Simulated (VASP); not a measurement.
# Zr3SeS2 (P4/mmm) in VASP: notebook

The runs below take Zr3SeS2 through single point, with PBE.

Program: VASP 6.6.1. These are calculated values, not measurements. Logs are shortened: lines on timing, memory, paths and dates and some standing lists are left out, and cuts for length are marked.

## 1. The cell of the first run

The structure is tetragonal, space group P4/mmm (No. 123). Conventional cell: a = 3.267 Å, b = 3.267 Å, c = 9.815 Å, α = 90.00°, β = 90.00°, γ = 90.00°. Within 3.7 Å of Zr (site symmetry 4mm) lie 4 S at 2.81 Å and 4 Se at 2.87 Å and 6 Zr at 3.21 to 3.39 Å. Within 3.7 Å of Zr (site symmetry 4/mmm) lie 8 S at 2.81 Å and 6 Zr at 3.21 to 3.27 Å. Within 3.8 Å of Se (site symmetry 4/mmm) lie 8 Zr at 2.87 Å and 4 Se at 3.27 Å and 2 S at 3.30 Å. Within 3.7 Å of S (site symmetry 4mm) lie 8 Zr at 2.81 Å and 5 S at 3.21 to 3.27 Å and 1 Se at 3.30 Å.

## 2. Single point, PBE

INCAR

```
SYSTEM = Zr3SeS2
ALGO = Normal
EDIFF = 1E-6
ENCUT = 520
GGA = PE
ISIF = 2
ISMEAR = 0
LASPH = .TRUE.
LCHARG = .TRUE.
LELF = .TRUE.
LREAL = .FALSE.
LVHAR = .TRUE.
LWAVE = .FALSE.
NBANDS = 36
NELM = 80
PREC = Accurate
SIGMA = 0.1
```

KPOINTS

```
k-points
0
G
  6 6 2
  0 0 0
```

POSCAR

```
Zr3SeS2
1.0
    3.2672217502      0.0000000000      0.0000000000
    0.0000000000      3.2672217502      0.0000000000
    0.0000000000      0.0000000000      9.8150000759
Zr Se S
3 1 2
Direct
    0.5000000000      0.5000000000      0.1727392498
    0.5000000000      0.5000000000      0.5000000000
    0.5000000000      0.5000000000      0.8272607502
    0.0000000000      0.0000000000      0.0000000000
    0.0000000000      0.0000000000      0.3364320675
    0.0000000000      0.0000000000      0.6635679325
```

Potentials or basis: VASP PAW PBE potentials, release 64 (Zr_sv, Se, S).

On the command line:

```
$ cat potpaw_PBE.64/Zr_sv/POTCAR potpaw_PBE.64/Se/POTCAR potpaw_PBE.64/S/POTCAR > POTCAR
$ mpirun -np 1 vasp_std > vasp.out
```

OUTCAR:

```text
SYSTEM = Zr3SeS2
   EDIFF = 1E-6
   ENCUT = 520
   GGA = PE
   ISIF = 2
   ISMEAR = 0
   LASPH = .TRUE.
   LREAL = .FALSE.
   NELM = 80
   PREC = Accurate

 ion  position               nearest neighbor table
   1  0.500  0.500  0.173-   5 2.81   5 2.81   5 2.81   5 2.81   4 2.87   4 2.87   4 2.87   4 2.87
                             2 3.21   3 3.39
   2  0.500  0.500  0.500-   5 2.81   6 2.81   5 2.81   6 2.81   5 2.81   6 2.81   5 2.81   6 2.81
                             1 3.21   3 3.21
   3  0.500  0.500  0.827-   6 2.81   6 2.81   6 2.81   6 2.81   4 2.87   4 2.87   4 2.87   4 2.87
                             2 3.21   1 3.39
   4  0.000  0.000  0.000-   1 2.87   3 2.87   1 2.87   3 2.87   1 2.87   3 2.87   1 2.87   3 2.87

   5  0.000  0.000  0.336-   2 2.81   2 2.81   2 2.81   2 2.81   1 2.81   1 2.81   1 2.81   1 2.81

   6  0.000  0.000  0.664-   2 2.81   2 2.81   2 2.81   2 2.81   3 2.81   3 2.81   3 2.81   3 2.81

  LATTYP: Found a simple tetragonal cell.
 ALAT       =     3.2672217502
 C/A-ratio  =     3.0040813959

  Lattice vectors:

 A1 = (   3.2672217502,   0.0000000000,   0.0000000000)
 A2 = (   0.0000000000,   3.2672217502,   0.0000000000)
 A3 = (   0.0000000000,   0.0000000000,   9.8150000759)

Analysis of symmetry for initial positions (statically):
=====================================================================
 Subroutine PRICEL returns:
 Original cell was already a primitive cell.

 Routine SETGRP: Setting up the symmetry group for a
 simple tetragonal supercell.

 Subroutine GETGRP returns: Found 16 space group operations
 (whereof 16 operations were pure point group operations)
 out of a pool of 16 trial point group operations.

The static configuration has the point symmetry D_4h.

Analysis of symmetry for dynamics (positions and initial velocities):
=====================================================================
 Subroutine PRICEL returns:
 Original cell was already a primitive cell.

 Routine SETGRP: Setting up the symmetry group for a
 simple tetragonal supercell.

 Subroutine GETGRP returns: Found 16 space group operations
 (whereof 16 operations were pure point group operations)
 out of a pool of 16 trial point group operations.

The dynamic configuration has the point symmetry D_4h.

 Subroutine INISYM returns: Found 16 space group operations
 (whereof 16 operations are pure point group operations),
 and found     1 'primitive' translations

----------------------------------------------------------------------------------------

                                     Primitive cell

  volume of cell :     104.7726

  direct lattice vectors                    reciprocal lattice vectors
     3.267221750  0.000000000  0.000000000     0.306070440  0.000000000  0.000000000
     0.000000000  3.267221750  0.000000000     0.000000000  0.306070440  0.000000000
     0.000000000  0.000000000  9.815000076     0.000000000  0.000000000  0.101884869

  length of vectors
     3.267221750  3.267221750  9.815000076     0.306070440  0.306070440  0.101884869

  position of ions in fractional coordinates (direct lattice)
     0.500000000  0.500000000  0.172739250
     0.500000000  0.500000000  0.500000000
     0.500000000  0.500000000  0.827260750
     0.000000000  0.000000000  0.000000000
     0.000000000  0.000000000  0.336432067
     0.000000000  0.000000000  0.663567933

  ion indices of the primitive-cell ions
   primitive index   ion index
                 1           1
                 2           2
                 3           3
                 4           4
                 5           5
                 6           6

----------------------------------------------------------------------------------------

 KPOINTS: k-points

Automatic generation of k-mesh.
 Grid dimensions read from file:
 generate k-points for:    6    6    2

 Generating k-lattice:

  Cartesian coordinates                     Fractional coordinates (reciprocal lattice)
     0.051011740  0.000000000  0.000000000     0.166666667  0.000000000  0.000000000
     0.000000000  0.051011740  0.000000000     0.000000000  0.166666667  0.000000000
     0.000000000  0.000000000  0.050942435     0.000000000  0.000000000  0.500000000

  Length of vectors
     0.051011740  0.051011740  0.050942435

  Shift w.r.t. Gamma in fractional coordinates (k-lattice)
     0.000000000  0.000000000  0.000000000

 Subroutine IBZKPT returns following result:
 ===========================================

 Found     20 irreducible k-points:

 Following reciprocal coordinates:
            Coordinates               Weight
  0.000000  0.000000  0.000000      1.000000
  0.166667  0.000000  0.000000      4.000000
  0.333333  0.000000  0.000000      4.000000
  0.500000  0.000000  0.000000      2.000000
  0.166667  0.166667  0.000000      4.000000
  0.333333  0.166667  0.000000      8.000000
[... 12 lines left out ...]
  0.500000  0.333333  0.500000      4.000000
  0.500000  0.500000  0.500000      1.000000
   k-points           NKPTS =     20   k-points in BZ     NKDIM =     20   number of bands    NBANDS=     36
   number of dos      NEDOS =    301   number of ions     NIONS =      6
   total plane-waves  NPLWV =  46080
   dimension x,y,z NGX =    24 NGY =   24 NGZ =   80
   dimension x,y,z NGXF=    48 NGYF=   48 NGZF=  160
   ions per type =               3   1   2
   NGX,Y,Z   is equivalent  to a cutoff of  12.21, 12.21, 13.55 a.u.
   NGXF,Y,Z  is equivalent  to a cutoff of  24.42, 24.42, 27.10 a.u.
 SYSTEM =  Zr3SeS2
   PREC   = accura    normal or accurate (medium, high low for compatibility)
   ISTART =      0    job   : 0-new  1-cont  2-samecut
   ICHARG =      2    charge: 1-file 2-atom 10-const
   ISPIN  =      1    spin polarized calculation?
   LNONCOLLINEAR =      F non collinear calculations
   LSORBIT =      F    spin-orbit coupling
   LASPH  =      T    aspherical Exc in radial PAW
   ENCUT  =  520.0 eV  38.22 Ry    6.18 a.u.   6.07  6.07 18.25*2*pi/ulx,y,z
   NELM   =     80;   NELMIN=  2; NELMDL= -5     # of ELM steps
   EDIFF  = 0.1E-05   stopping-criterion for ELM
   LREAL  =      F    real-space projection
   EDIFFG = 0.1E-04   stopping-criterion for IOM
   NSW    =      0    number of steps for IOM
   IBRION =     -1    ionic relax: 0-MD 1-quasi-New 2-CG
   NFREE  =      0    steps in history (QN), initial steepest desc. (CG)
   ISIF   =      2    stress and relaxation
   ISYM   =      2    0-nonsym 1-usesym 2-fastsym
   POTIM  = 0.5000    time-step for ionic-motion
   TEBEG  =    0.0;   TEEND  =   0.0 temperature during run
   PSTRESS=    0.0 pullay stress
   NELECT =      54.0000    total number of electrons
   NUPDOWN=      -1.0000    fix difference up-down
   EMIN   =  10.00;   EMAX   =-10.00  energy-range for DOS
   EFERMI =   0.00;   METHOD = LEGACY
   ISMEAR =     0;   SIGMA  =   0.10  broadening in eV -4-tet -1-fermi 0-gaus
   EFERMI_NEDOS =   21; number of points for ismear=-14 and -15
   IALGO  =     38    algorithm
   IMIX   =      4    mixing-type and parameters
     AMIX     =   0.40;   BMIX     =  1.00
     AMIX_MAG =   1.60;   BMIX_MAG =  1.00
  volume/ion in A,a.u.               =      17.46       117.84
  Fermi-wavevector in a.u.,A,eV,Ry     =   1.312573  2.480404 23.440780  1.722849
  Thomas-Fermi vector in A             =   2.442956
   LORBIT       =      0    0 simple, 1 ext, 2 COOP (PROOUT), +10 PAW based schemes
   GGA     = PE    functional components
   LHFCALC =     F    Hartree Fock is set to
   AEXX    =    0.0000 exact exchange contribution
   IVDW    =     0    specifies the selected vdW correction
   LEPSILON=     F    determine dielectric tensor
   LRPA    =     F    only Hartree local field effects (RPA)
 non-spin polarized calculation
 Gauss-broadening in eV      SIGMA  =   0.10
  energy-cutoff  :      520.00
  volume of cell :      104.77
 maximum number of plane-waves:      2856
   NGX = 13   NGY = 13   NGZ = 37

 number of electron      53.9999992 magnetization

 Free energy of the ion-electron system (eV)
  ---------------------------------------------------
  ext. energy  EPLUGINS =         0.00000000
  ---------------------------------------------------
  free energy    TOTEN  =       -44.97716935 eV

  energy without entropy =      -44.97687798  energy(sigma->0) =      -44.97702367

 E-fermi :  11.0535     XC(G=0): -11.6781

 val. band max:       10.8772432770   @ k =   0.1667   0.0000   0.5000
 cond. band min:      11.2336130092   @ k =   0.5000   0.5000   0.0000
 fundamental gap:      0.3563697322
 Fermi energy:        11.0535453617

 k-point     1 :       0.0000    0.0000    0.0000
  band No.  band energies     occupation
      1     -38.6786      2.00000
      2     -38.6237      2.00000
      3     -38.6165      2.00000
      4     -16.9582      2.00000
      5     -16.8772      2.00000
      6     -16.5325      2.00000
[... 28 lines left out ...]
     35      13.6472      0.00000
     36      13.7233      0.00000

 k-point     2 :       0.1667    0.0000    0.0000
  band No.  band energies     occupation
      1     -38.6687      2.00000
      2     -38.6138      2.00000
      3     -38.6067      2.00000
      4     -16.9350      2.00000
      5     -16.8540      2.00000
      6     -16.6646      2.00000
[... 28 lines left out ...]
     35      13.4084      0.00000
     36      13.6704      0.00000

 k-point     3 :       0.3333    0.0000    0.0000
  band No.  band energies     occupation
      1     -38.6487      2.00000
      2     -38.5940      2.00000
      3     -38.5870      2.00000
      4     -16.9215      2.00000
      5     -16.8893      2.00000
      6     -16.8465      2.00000
[... 28 lines left out ...]
     35      13.6169      0.00000
     36      13.6474      0.00000
[... 586 lines left out ...]
 k-point    19 :       0.5000    0.3333    0.5000
  band No.  band energies     occupation
      1     -38.6090      2.00000
      2     -38.5609      2.00000
      3     -38.5443      2.00000
      4     -16.9582      2.00000
      5     -16.9163      2.00000
      6     -16.8811      2.00000
[... 28 lines left out ...]
     35      14.6754      0.00000
     36      14.7591      0.00000

 k-point    20 :       0.5000    0.5000    0.5000
  band No.  band energies     occupation
      1     -38.5994      2.00000
      2     -38.5512      2.00000
      3     -38.5349      2.00000
      4     -16.9329      2.00000
      5     -16.9329      2.00000
      6     -16.8907      2.00000
[... 28 lines left out ...]
     35      14.1743      0.00000
     36      15.2478      0.00000

------------------------ aborting loop because EDIFF is reached ----------------------------------------

  FORCE on cell =-STRESS in cart. coord.  units (eV):
  Direction    XX          YY          ZZ          XY          YZ          ZX
  --------------------------------------------------------------------------------------
  -------------------------------------------------------------------------------------
  Total        0.0213024      0.0213024     -0.0679800      0.0000000      0.0000000      0.0000000
  in kB        0.3257547      0.3257547     -1.0395468      0.0000000      0.0000000      0.0000000
  external PRESSURE =      -0.1293458 kB  Pullay stress =       0.0000000 kB

 VOLUME and BASIS-vectors are now :
 -----------------------------------------------------------------------------
  energy-cutoff  :      520.00
  volume of cell :      104.77
      direct lattice vectors                 reciprocal lattice vectors
     3.267221750  0.000000000  0.000000000     0.306070440  0.000000000  0.000000000
     0.000000000  3.267221750  0.000000000     0.000000000  0.306070440  0.000000000
     0.000000000  0.000000000  9.815000076     0.000000000  0.000000000  0.101884869

 POSITION                                       TOTAL-FORCE (eV/Angst)
 -----------------------------------------------------------------------------------
      1.63361      1.63361      1.69544        -0.000000     -0.000000      0.011093
      1.63361      1.63361      4.90750        -0.000000      0.000000      0.000000
      1.63361      1.63361      8.11956        -0.000000      0.000000     -0.011093
      0.00000      0.00000      0.00000        -0.000000      0.000000      0.000000
      0.00000      0.00000      3.30208        -0.000000      0.000000      0.000366
      0.00000      0.00000      6.51292         0.000000     -0.000000     -0.000366
 -----------------------------------------------------------------------------------
    total drift:                                0.000000     -0.000000     -0.000000

  FREE ENERGIE OF THE ION-ELECTRON SYSTEM (eV)
  ---------------------------------------------------
  free  energy   TOTEN  =       -44.9771693544 eV

  energy  without entropy=      -44.9768779761  energy(sigma->0) =      -44.97702367
```

Run time: 77 s. Hardware: 1 thread of Intel Xeon Platinum 8375C at 2.90GHz (Ice Lake), shared host; peak memory 0.23 GiB.

What came out:

```
Free energy            : -44.9772 eV
Pressure               : 0.0 GPa
Largest force          : 0.011 eV/Å
Band gap on the k mesh : zero (band 27 reaches 11.66 eV, above the bottom of band 28 at 9.04 eV)
```

Forces on the atoms (eV/Å):
```
Zr   0.000  0.000  0.011
Zr   0.000  0.000  0.000
Zr   0.000  0.000 -0.011
Se   0.000  0.000  0.000
S    0.000  0.000  0.000
S    0.000  0.000  0.000
```

## 3. Single point, PBE

This run uses another cell than the first one, of 19.68 Å³/atom, 1.127 times its volume.

INCAR

```
PREC = Accurate
ENCUT = 520
EDIFF = 1E-7
ISMEAR = 0
SIGMA = 0.1
LREAL = False
LASPH = True
NELM = 80
ALGO = Normal
ISIF = 2
LWAVE = False
LCHARG = False
GGA = PE
NBANDS = 36
```

KPOINTS

```
regular mesh
0
Gamma
  6 6 2
```

POSCAR

```
Zr3SeS2
1.0
    3.3771932700      0.0000000000      0.0000000000
    0.0000000000      3.3771932700      0.0000000000
    0.0000000000      0.0000000000     10.3512074100
Zr Se S
3 1 2
Direct
    0.5000000000      0.5000000000      0.1817286000
    0.5000000000      0.5000000000      0.5000000000
    0.5000000000      0.5000000000      0.8182714000
    0.0000000000      0.0000000000      0.0000000000
    0.0000000000      0.0000000000      0.3392778000
    0.0000000000      0.0000000000      0.6607222000
```

Potentials or basis: VASP PAW PBE potentials, release 64 (Zr_sv, Se, S).

On the command line:

```
$ cat potpaw_PBE.64/Zr_sv/POTCAR potpaw_PBE.64/Se/POTCAR potpaw_PBE.64/S/POTCAR > POTCAR
$ mpirun -np 1 vasp_std > vasp.out
```

It took 2.3 min on 1 thread of Intel Xeon Platinum 8375C at 2.90GHz (Ice Lake), shared host; peak memory 0.26 GiB.

Results (log left out):

```yaml
Free_energy: -44.3475 eV
Pressure: -11.9 GPa
Largest_force: 0.541 eV/Å
Band_gap_on_the_k_mesh: zero (band 27 reaches 9.96 eV, above the bottom of band 28 at 7.85 eV)
```

Forces on the atoms (eV/Å):
```
Zr   0.000  0.000 -0.541
Zr   0.000  0.000  0.000
Zr   0.000  0.000  0.541
Se   0.000  0.000  0.000
S    0.000  0.000 -0.087
S    0.000  0.000  0.087
```

Stress tensor (GPa, compression positive):
```
-10.89   0.00   0.00
  0.00 -10.89   0.00
  0.00   0.00 -13.89
```

Levels at points of the mesh, in eV from the Fermi level:
```
           k point  band 24  band 25  band 26  band 27  band 28  band 29  band 30  band 31
(0.00, 0.00, 0.00)    -2.44    -2.17    -2.17    -1.86    -1.69     0.52     0.94     1.37
(0.50, 0.00, 0.00)    -1.71    -1.71    -1.54    -1.46     0.47     0.83     0.90     0.92
(0.50, 0.50, 0.00)    -2.15    -1.97     0.13     0.13     0.32     0.40     0.67     1.64
(0.00, 0.00, 0.50)    -2.20    -2.20    -2.11    -1.51    -1.47    -0.74     2.01     2.12
(0.50, 0.00, 0.50)    -2.22    -1.42    -1.34    -1.26     0.28     0.29     0.44     1.46
(0.50, 0.50, 0.50)    -3.48    -1.62    -1.23     0.41     0.41     0.82     0.82     2.00
```
